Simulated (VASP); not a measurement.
# Cs (Fmmm) in VASP: notebook, part 2 of 2

VASP 6.6.1.

### Step 3. Single point, PBE (strain +0.0375 x Voigt [0, 0, 0, 0, 1, 0])

File INCAR:

```
ALGO = Fast
EDIFF = 1E-6
ENCUT = 520
GGA = PE
ISIF = 2
ISMEAR = 0
LASPH = T
LCHARG = T
LELF = T
LREAL = F
LVHAR = T
LWAVE = F
NBANDS = 10
NELM = 60
PREC = Accurate
SIGMA = 0.15
```

File KPOINTS:

```
k-points
0
Gamma
  12 12 12
```

File POSCAR:

```
Cs
1.0
   -2.9658281250      3.0225000000      2.9658281250
    3.0791718750     -3.0225000000      3.0791718750
    2.9658281250      3.0225000000     -2.9658281250
Cs
1
Direct
    0.0000000000      0.0000000000      0.0000000000
```

Potentials or basis: VASP PAW PBE potentials, release 64 (Cs_sv).

Launch:

```bash
> cat potpaw_PBE.64/Cs_sv/POTCAR > POTCAR
> mpirun -np 1 vasp_std > vasp.out
```

OUTCAR:

```text
EDIFF = 1E-6
   ENCUT = 520
   GGA = PE
   ISIF = 2
   ISMEAR = 0
   LASPH = T
   LREAL = F
   NELM = 60
   PREC = Accurate

 ion  position               nearest neighbor table
   1  0.000  0.000  0.000-

  LATTYP: Found a face centered orthorhombic cell.
 ALAT       =     6.0450000000
 B/A-ratio  =     1.3876970581
 C/A-ratio  =     1.4407300667

  Lattice vectors:

 A1 = (  -0.1133437500,   0.0000000000,  -6.0450000000)
 A2 = (  -3.0791718750,   3.0225000000,  -3.0791718750)
 A3 = (   2.9658281250,   3.0225000000,  -2.9658281250)

Analysis of symmetry for initial positions (statically):
=====================================================================
 Subroutine PRICEL returns:
 Original cell was already a primitive cell.

 Routine SETGRP: Setting up the symmetry group for a
 face centered orthorhombic supercell.

 Subroutine GETGRP returns: Found  8 space group operations
 (whereof  8 operations were pure point group operations)
 out of a pool of  8 trial point group operations.

The static configuration has the point symmetry D_2h.

Analysis of symmetry for dynamics (positions and initial velocities):
=====================================================================
 Subroutine PRICEL returns:
 Original cell was already a primitive cell.

 Routine SETGRP: Setting up the symmetry group for a
 face centered orthorhombic supercell.

 Subroutine GETGRP returns: Found  8 space group operations
 (whereof  8 operations were pure point group operations)
 out of a pool of  8 trial point group operations.

The dynamic configuration has the point symmetry D_2h.

 Subroutine INISYM returns: Found  8 space group operations
 (whereof  8 operations are pure point group operations),
 and found     1 'primitive' translations

----------------------------------------------------------------------------------------

[... 114 lines left out ...]
   LORBIT       =      0    0 simple, 1 ext, 2 COOP (PROOUT), +10 PAW based schemes
   GGA     = PE    functional components
   LHFCALC =     F    Hartree Fock is set to
   AEXX    =    0.0000 exact exchange contribution
   IVDW    =     0    specifies the selected vdW correction
   LEPSILON=     F    determine dielectric tensor
   LRPA    =     F    only Hartree local field effects (RPA)
 non-spin polarized calculation
 RMM-DIIS sequential band-by-band and
 Gauss-broadening in eV      SIGMA  =   0.15
  energy-cutoff  :      520.00
  volume of cell :      110.41
 maximum number of plane-waves:      3000
   NGX = 19   NGY = 19   NGZ = 19

 number of electron       8.9999999 magnetization

 Free energy of the ion-electron system (eV)
  ---------------------------------------------------
  ext. energy  EPLUGINS =         0.00000000
  ---------------------------------------------------
  free energy    TOTEN  =        -0.85403964 eV

  energy without entropy =       -0.83789435  energy(sigma->0) =       -0.84596700

 E-fermi :   0.5583     XC(G=0):  -5.5102

 val. band max:        0.5521856991   @ k =   0.2500   0.2500   0.0000
 cond. band min:       0.5593766822   @ k =  -0.2500   0.4167   0.1667
 fundamental gap:      0.0071909831
 Fermi energy:         0.5582962534

 k-point     1 :       0.0000    0.0000    0.0000
  band No.  band energies     occupation
      1     -23.2784      2.00000
      2     -10.0188      2.00000
      3     -10.0144      2.00000
      4     -10.0105      2.00000
      5      -1.1615      2.00000
      6       2.9938      0.00000
      7       3.0547      0.00000
      8       3.1572      0.00000
      9       3.9648      0.00000
     10       3.9861      0.00000
[... 287 lines left out ...]
 k-point    24 :       0.4167    0.1667    0.0000
  band No.  band energies     occupation
      1     -23.2699      2.00000
      2     -10.1604      2.00000
      3     -10.0806      2.00000
      4     -10.0238      2.00000
      5       0.8202      0.01352
      6       1.4524      0.00000
      7       2.0108      0.00000
      8       3.6967      0.00000
      9       4.4001      0.00000
     10       4.8128      0.00000

 [... further k-points ...]

------------------------ aborting loop because EDIFF is reached ----------------------------------------

  FORCE on cell =-STRESS in cart. coord.  units (eV):
  Direction    XX          YY          ZZ          XY          YZ          ZX
  --------------------------------------------------------------------------------------
  -------------------------------------------------------------------------------------
  Total        0.0760808      0.0785790      0.0760808      0.0000000      0.0000000     -0.0392950
  in kB        1.1040266      1.1402784      1.1040266      0.0000000      0.0000000     -0.5702192
  external PRESSURE =       1.1161106 kB  Pullay stress =       0.0000000 kB

 VOLUME and BASIS-vectors are now :
 -----------------------------------------------------------------------------
  energy-cutoff  :      520.00
  volume of cell :      110.41
      direct lattice vectors                 reciprocal lattice vectors
    -2.965828125  3.022500000  2.965828125    -0.003102828  0.165425972  0.165484150
     3.079171875 -3.022500000  3.079171875     0.162381322  0.000000000  0.162381322
     2.965828125  3.022500000 -2.965828125     0.165484150  0.165425972 -0.003102828

 POSITION                                       TOTAL-FORCE (eV/Angst)
 -----------------------------------------------------------------------------------
      0.00000      0.00000      0.00000         0.000000     -0.000000      0.000000
 -----------------------------------------------------------------------------------
    total drift:                                0.000000     -0.000000     -0.000000

  FREE ENERGIE OF THE ION-ELECTRON SYSTEM (eV)
  ---------------------------------------------------
  free  energy   TOTEN  =        -0.8540396403 eV

  energy  without entropy=       -0.8378943515  energy(sigma->0) =       -0.84596700
```

OSZICAR:

```text
N       E                     dE             d eps       ncg     rms          rms(c)
DAV:   1     0.529242121203E+02    0.52924E+02   -0.29518E+03  5600   0.630E+02
DAV:   2     0.452001537570E+01   -0.48404E+02   -0.47106E+02  7308   0.107E+02
DAV:   3    -0.777509889782E+00   -0.52975E+01   -0.52908E+01  6472   0.414E+01
DAV:   4    -0.852594129153E+00   -0.75084E-01   -0.75067E-01  7324   0.593E+00
DAV:   5    -0.852923453218E+00   -0.32932E-03   -0.32931E-03  7652   0.354E-01    0.132E-01
RMM:   6    -0.853152196152E+00   -0.22874E-03   -0.11234E-03  5884   0.171E-01    0.896E-02
RMM:   7    -0.853961246784E+00   -0.80905E-03   -0.38570E-03  6036   0.310E-01    0.385E-02
RMM:   8    -0.854037733390E+00   -0.76487E-04   -0.18797E-04  7294   0.871E-02    0.608E-03
RMM:   9    -0.854039561405E+00   -0.18280E-05   -0.40452E-05  7777   0.323E-02    0.197E-03
RMM:  10    -0.854039640290E+00   -0.78885E-07   -0.64425E-06  7966   0.135E-02
   1 F= -.85403964E+00 E0= -.84596700E+00  d E =-.161453E-01
```

stdout:

```text
POSCAR found type information on POSCAR Cs
 POSCAR found :  1 types and       1 ions
 scaLAPACK will be used
 LDA part: xc-table for (Slater+PW92), standard interpolation
 POSCAR, INCAR and KPOINTS ok, starting setup
 FFT: planning ... GRIDC
 FFT: planning ... GRID_SOFT
 FFT: planning ... GRID
 WAVECAR not read
 entering main loop
```

Wall time 5.5 min (1 thread of AMD EPYC 7R13, shared host); peak memory 0.42 GiB.

What came out:

```
Free energy            : -0.8540 eV
Pressure               : 0.1 GPa
Band gap on the k mesh : zero (an odd number of electrons rules out a gap without spin polarisation)
```

Stress tensor (GPa, compression positive):
```
 0.11  0.00 -0.06
 0.00  0.11  0.00
-0.06  0.00  0.11
```

Caveat: the cell differs from its parent crystal (strain +0.0375 x Voigt [0, 0, 0, 0, 1, 0]); spin-orbit coupling is left out, which moves the levels of the heavy elements.

The gap in the log of VASP goes by the Fermi energy; the results here count the filled bands.